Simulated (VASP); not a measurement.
# Ru (P6_3/mmc) in VASP: a series of runs

Ru is run at these levels: PBEsol; tasks: single point, relaxation of volume and atoms at fixed shape.

All numbers are computed with VASP 6.6.1; they aren't measurements. Logs are shortened: lines on timing, memory, paths and dates and some standing lists are left out, and cuts for length are marked.

## (1) The cell of the first run

Symmetry: P6_3/mmc, No. 194, hexagonal system. Conventional cell: a = 2.691 Å, b = 2.691 Å, c = 4.258 Å, α = 90.00°, β = 90.00°, γ = 120.00°. Ru (site symmetry -6m2) has 12 Ru at 2.64 to 2.69 Å within 3.5 Å.

## (2) Single point, PBEsol

INCAR

```
ALGO = Normal
EDIFF = 1E-7
ENCUT = 520
GGA = PS
ISIF = 2
ISMEAR = -1
LASPH = True
LCHARG = False
LREAL = False
LWAVE = False
NBANDS = 21
NELM = 60
PREC = Accurate
SIGMA = 0.05
```

KPOINTS

```
k-points
0
Gamma
  11 11 6
```

POSCAR

```
Ru
1.0
    2.6906119482      0.0000000000      0.0000000000
   -1.3453059741      2.3301382989      0.0000000000
    0.0000000000      0.0000000000      4.2578646479
Ru
2
Direct
    0.3333333333      0.6666666667      0.2500000000
    0.6666666667      0.3333333333      0.7500000000
```

Potentials or basis: VASP PAW PBE potentials, release 64 (Ru_pv).

Command:

```bash
$ cat potpaw_PBE.64/Ru_pv/POTCAR > POTCAR
$ mpirun -np 1 vasp_std > vasp.out
```

OUTCAR:

```text
EDIFF = 1E-7
   ENCUT = 520
   GGA = PS
   ISIF = 2
   ISMEAR = -1
   LASPH = True
   LREAL = False
   NELM = 60
   PREC = Accurate

 ion  position               nearest neighbor table
   1  0.333  0.667  0.250-   2 2.64   2 2.64   2 2.64   2 2.64   2 2.64   2 2.64
   2  0.667  0.333  0.750-   1 2.64   1 2.64   1 2.64   1 2.64   1 2.64   1 2.64

  LATTYP: Found a hexagonal cell.
 ALAT       =     2.6906119482
 C/A-ratio  =     1.5824893109

  Lattice vectors:

 A1 = (   2.6906119482,   0.0000000000,   0.0000000000)
 A2 = (  -1.3453059741,   2.3301382989,   0.0000000000)
 A3 = (   0.0000000000,   0.0000000000,   4.2578646479)

Analysis of symmetry for initial positions (statically):
=====================================================================
 Subroutine PRICEL returns:
 Original cell was already a primitive cell.

 Routine SETGRP: Setting up the symmetry group for a
 hexagonal supercell.

 Subroutine GETGRP returns: Found 24 space group operations
 (whereof 12 operations were pure point group operations)
 out of a pool of 24 trial point group operations.

The static configuration has the point symmetry D_3d.
 The point group associated with its full space group is D_6h.

Analysis of symmetry for dynamics (positions and initial velocities):
=====================================================================
 Subroutine PRICEL returns:
 Original cell was already a primitive cell.

 Routine SETGRP: Setting up the symmetry group for a
 hexagonal supercell.

 Subroutine GETGRP returns: Found 24 space group operations
 (whereof 12 operations were pure point group operations)
 out of a pool of 24 trial point group operations.

The dynamic configuration has the point symmetry D_3d.
 The point group associated with its full space group is D_6h.

 Subroutine INISYM returns: Found 24 space group operations
 (whereof 12 operations are pure point group operations),
 and found     1 'primitive' translations

----------------------------------------------------------------------------------------

                                     Primitive cell

  volume of cell :      26.6947

  direct lattice vectors                    reciprocal lattice vectors
     2.690611948  0.000000000  0.000000000     0.371662662  0.214579538  0.000000000
    -1.345305974  2.330138299  0.000000000     0.000000000  0.429159076  0.000000000
     0.000000000  0.000000000  4.257864648     0.000000000  0.000000000  0.234859509

  length of vectors
     2.690611948  2.690611948  4.257864648     0.429159076  0.429159076  0.234859509

  position of ions in fractional coordinates (direct lattice)
     0.333333333  0.666666667  0.250000000
     0.666666667  0.333333333  0.750000000

  ion indices of the primitive-cell ions
   primitive index   ion index
                 1           1
                 2           2

----------------------------------------------------------------------------------------

 KPOINTS: k-points

Automatic generation of k-mesh.
 Grid dimensions read from file:
 generate k-points for:   11   11    6

 Generating k-lattice:

  Cartesian coordinates                     Fractional coordinates (reciprocal lattice)
     0.033787515  0.019507231  0.000000000     0.090909091  0.000000000  0.000000000
     0.000000000  0.039014461  0.000000000     0.000000000  0.090909091  0.000000000
     0.000000000  0.000000000  0.039143251     0.000000000  0.000000000  0.166666667

  Length of vectors
     0.039014461  0.039014461  0.039143251

  Shift w.r.t. Gamma in fractional coordinates (k-lattice)
     0.000000000  0.000000000  0.000000000

 Subroutine IBZKPT returns following result:
 ===========================================

 Found     64 irreducible k-points:

 Following reciprocal coordinates:
            Coordinates               Weight
  0.000000  0.000000  0.000000      1.000000
  0.090909  0.000000  0.000000      6.000000
  0.181818  0.000000  0.000000      6.000000
  0.272727  0.000000  0.000000      6.000000
  0.363636  0.000000  0.000000      6.000000
  0.454545  0.000000  0.000000      6.000000
[... 16 lines left out ...]
  0.090909  0.090909  0.166667     12.000000
  0.181818  0.090909  0.166667     24.000000
 [... further k-points ...]
   k-points           NKPTS =     64   k-points in BZ     NKDIM =     64   number of bands    NBANDS=     21
   number of dos      NEDOS =    301   number of ions     NIONS =      2
   total plane-waves  NPLWV =  12800
   dimension x,y,z NGX =    20 NGY =   20 NGZ =   32
   dimension x,y,z NGXF=    40 NGYF=   40 NGZF=   64
   ions per type =               2
   NGX,Y,Z   is equivalent  to a cutoff of  12.36, 12.36, 12.49 a.u.
   NGXF,Y,Z  is equivalent  to a cutoff of  24.71, 24.71, 24.99 a.u.
 SYSTEM =  unknown system
   PREC   = accura    normal or accurate (medium, high low for compatibility)
   ISTART =      0    job   : 0-new  1-cont  2-samecut
   ICHARG =      2    charge: 1-file 2-atom 10-const
   ISPIN  =      1    spin polarized calculation?
   LNONCOLLINEAR =      F non collinear calculations
   LSORBIT =      F    spin-orbit coupling
   LASPH  =      T    aspherical Exc in radial PAW
   ENCUT  =  520.0 eV  38.22 Ry    6.18 a.u.   5.00  5.00  7.92*2*pi/ulx,y,z
   NELM   =     60;   NELMIN=  2; NELMDL= -5     # of ELM steps
   EDIFF  = 0.1E-06   stopping-criterion for ELM
   LREAL  =      F    real-space projection
   EDIFFG = 0.1E-05   stopping-criterion for IOM
   NSW    =      0    number of steps for IOM
   IBRION =     -1    ionic relax: 0-MD 1-quasi-New 2-CG
   NFREE  =      0    steps in history (QN), initial steepest desc. (CG)
   ISIF   =      2    stress and relaxation
   ISYM   =      2    0-nonsym 1-usesym 2-fastsym
   POTIM  = 0.5000    time-step for ionic-motion
   TEBEG  =    0.0;   TEEND  =   0.0 temperature during run
   PSTRESS=    0.0 pullay stress
   NELECT =      28.0000    total number of electrons
   NUPDOWN=      -1.0000    fix difference up-down
   EMIN   =  10.00;   EMAX   =-10.00  energy-range for DOS
   EFERMI =   0.00;   METHOD = LEGACY
   ISMEAR =    -1;   SIGMA  =   0.05  broadening in eV -4-tet -1-fermi 0-gaus
   EFERMI_NEDOS =   21; number of points for ismear=-14 and -15
   IALGO  =     38    algorithm
   IMIX   =      4    mixing-type and parameters
     AMIX     =   0.40;   BMIX     =  1.00
     AMIX_MAG =   1.60;   BMIX_MAG =  1.00
  volume/ion in A,a.u.               =      13.35        90.07
  Fermi-wavevector in a.u.,A,eV,Ry     =   1.663359  3.143293 37.644094  2.766763
  Thomas-Fermi vector in A             =   2.750090
   LORBIT       =      0    0 simple, 1 ext, 2 COOP (PROOUT), +10 PAW based schemes
   GGA     = PS    functional components
   LHFCALC =     F    Hartree Fock is set to
   AEXX    =    0.0000 exact exchange contribution
   IVDW    =     0    specifies the selected vdW correction
   LEPSILON=     F    determine dielectric tensor
   LRPA    =     F    only Hartree local field effects (RPA)
 non-spin polarized calculation
  energy-cutoff  :      520.00
  volume of cell :       26.69
 maximum number of plane-waves:       735
 NGX is ok and might be reduce to    20
   NGX =  9   NGY =  9   NGZ = 15

 number of electron      27.9999999 magnetization

 Free energy of the ion-electron system (eV)
  ---------------------------------------------------
  ext. energy  EPLUGINS =         0.00000000
  ---------------------------------------------------
  free energy    TOTEN  =       -20.33809109 eV

  energy without entropy =      -20.32163429  energy(sigma->0) =      -20.32986269

 E-fermi :  12.9415     XC(G=0): -14.3868

 val. band max:       12.9384482480   @ k =   0.3636   0.0000   0.3333
 cond. band min:      12.9609541870   @ k =   0.2727   0.1818   0.1667
 fundamental gap:      0.0225059390
 Fermi energy:        12.9415179521

 k-point     1 :       0.0000    0.0000    0.0000
  band No.  band energies     occupation
      1     -30.6562      2.00000
      2     -29.6626      2.00000
      3     -29.6626      2.00000
      4     -29.4823      2.00000
      5     -29.4823      2.00000
      6     -29.4396      2.00000
[... 13 lines left out ...]
     20      23.2717      0.00000
     21      23.5444      0.00000

 k-point     2 :       0.0909    0.0000    0.0000
  band No.  band energies     occupation
      1     -30.6264      2.00000
      2     -29.7260      2.00000
      3     -29.6839      2.00000
      4     -29.5483      2.00000
      5     -29.4910      2.00000
      6     -29.4534      2.00000
[... 13 lines left out ...]
     20      23.2717      0.00000
     21      23.5030      0.00000

 k-point     3 :       0.1818    0.0000    0.0000
  band No.  band energies     occupation
      1     -30.5417      2.00000
      2     -29.8960      2.00000
      3     -29.7389      2.00000
      4     -29.7210      2.00000
      5     -29.5159      2.00000
      6     -29.4952      2.00000
[... 13 lines left out ...]
     20      23.2715      0.00000
     21      23.3890      0.00000

 k-point     4 :       0.2727    0.0000    0.0000
  band No.  band energies     occupation
      1     -30.4163      2.00000
      2     -30.1186      2.00000
      3     -29.9383      2.00000
      4     -29.8078      2.00000
      5     -29.5642      2.00000
      6     -29.5512      2.00000
[... 13 lines left out ...]
     20      23.2712      0.00000
     21      23.3115      0.00000

 k-point     5 :       0.3636    0.0000    0.0000
  band No.  band energies     occupation
      1     -30.3224      2.00000
      2     -30.2746      2.00000
      3     -30.1299      2.00000
      4     -29.8687      2.00000
      5     -29.6537      2.00000
      6     -29.5852      2.00000
[... 13 lines left out ...]
     20      23.2717      0.00000
     21      23.2899      0.00000
[... 382 lines left out ...]
     20      23.2709      0.00000
     21      24.2550      0.00000

 k-point    22 :       0.4545    0.0000    0.1667
  band No.  band energies     occupation
      1     -30.5035      2.00000
      2     -30.3094      2.00000
      3     -30.0554      2.00000
      4     -29.8845      2.00000
      5     -29.7081      2.00000
      6     -29.6263      2.00000
[... 13 lines left out ...]
     20      23.2685      0.00000
     21      23.7147      0.00000

 k-point    23 :       0.0909    0.0909    0.1667
  band No.  band energies     occupation
      1     -30.5093      2.00000
      2     -29.8075      2.00000
      3     -29.7606      2.00000
      4     -29.6785      2.00000
      5     -29.5320      2.00000
      6     -29.5088      2.00000
[... 13 lines left out ...]
     20      23.2715      0.00000
     21      24.7796      0.00000

 k-point    24 :       0.1818    0.0909    0.1667
  band No.  band energies     occupation
      1     -30.4352      2.00000
      2     -29.9783      2.00000
      3     -29.9268      2.00000
      4     -29.7609      2.00000
      5     -29.5804      2.00000
      6     -29.5455      2.00000
[... 13 lines left out ...]
     20      23.2713      0.00000
     21      24.8785      0.00000

 [... further k-points ...]
[... 5 lines left out ...]
  --------------------------------------------------------------------------------------
  -------------------------------------------------------------------------------------
  Total       -0.1111867     -0.1111867     -0.1359635     -0.0000000      0.0000000      0.0000000
  in kB       -6.6732704     -6.6732704     -8.1603434     -0.0000000      0.0000000      0.0000000
  external PRESSURE =      -7.1689614 kB  Pullay stress =       0.0000000 kB

 VOLUME and BASIS-vectors are now :
 -----------------------------------------------------------------------------
  energy-cutoff  :      520.00
  volume of cell :       26.69
      direct lattice vectors                 reciprocal lattice vectors
     2.690611948  0.000000000  0.000000000     0.371662662  0.214579538  0.000000000
    -1.345305974  2.330138299  0.000000000     0.000000000  0.429159076  0.000000000
     0.000000000  0.000000000  4.257864648     0.000000000  0.000000000  0.234859509

 POSITION                                       TOTAL-FORCE (eV/Angst)
 -----------------------------------------------------------------------------------
     -0.00000      1.55343      1.06447        -0.000000      0.000000      0.000000
      1.34531      0.77671      3.19340         0.000000     -0.000000      0.000000
 -----------------------------------------------------------------------------------
    total drift:                               -0.000000      0.000000     -0.000000

  FREE ENERGIE OF THE ION-ELECTRON SYSTEM (eV)
  ---------------------------------------------------
  free  energy   TOTEN  =       -20.3380910930 eV

  energy  without entropy=      -20.3216342899  energy(sigma->0) =      -20.32986269
```

It took 14 s on 1 thread of Intel Xeon 6975P-C (Granite Rapids), shared host; peak memory 0.15 GiB.

Results:

| Property | Result |
| --- | --- |
| Free energy | -20.3381 eV |
| Pressure | -0.7 GPa |
| Band gap on the k mesh | zero (band 14 reaches 14.55 eV, above the bottom of band 15 at 11.40 eV) |

Levels at points of the mesh, in eV from the Fermi level:
```tsv
k point	band 10	band 11	band 12	band 13	band 14	band 15	band 16	band 17	band 18	band 19
(0.00, 0.00, 0.00)	-2.60	-2.42	-1.90	-1.90	-1.35	-1.35	1.30	1.30	1.33	10.28
(0.00, 0.00, 0.50)	-2.77	-2.77	-2.77	-2.73	-2.73	0.64	0.64	0.64	0.64	10.33
```

Caveat: the PAW data sets were made with another functional, which shifts forces and pressure a little.

(Part 1 of 2 ends here.)
